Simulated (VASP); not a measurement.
Input of a VASP 6.6.1 run:

INCAR

```
SYSTEM = ZnO
PREC = Accurate ; ENCUT = 600
EDIFF = 1E-6 ; ISMEAR = -1
SIGMA = 0.02 ; LREAL = .False.
LASPH = .True. ; NELM = 120
ALGO = Normal ; ISIF = 2
LWAVE = .False. ; LCHARG = .False.
GGA = PS ; NBANDS = 26
GGA_COMPAT = .False.
```

Contents of KPOINTS:

```
regular mesh
0
Gamma
  8 8 4
  0 0 0
```

POSCAR

```
ZnO
1.0
    3.2708272231      0.0000000000      0.0000000000
   -1.6354136116      2.8326194666      0.0000000000
    0.0000000000      0.0000000000      5.2401848988
Zn O
2 2
Direct
    0.3333333333      0.6666666667      0.4990859689
    0.6666666667      0.3333333333     -0.0009140311
    0.6666666667      0.3333333333      0.3799240311
    0.3333333333      0.6666666667      0.8799240311
```

Potentials or basis: VASP PAW PBE potentials, release 64 (Zn, O).

Launch:

```bash
$ cat potpaw_PBE.64/Zn/POTCAR potpaw_PBE.64/O/POTCAR > POTCAR
$ mpirun -np 1 vasp_std > vasp.out
```

Task: Predict the band gap on the k mesh.

Result: 0.66 eV, direct.

Task: Predict the pressure.

Result: -3.4 GPa.

Stress tensor (GPa, compression positive):
```
-3.67  0.00  0.00
 0.00 -3.67  0.00
 0.00  0.00 -2.82
```

Caveat: the PAW data sets were made with another functional, which shifts forces and pressure a little.
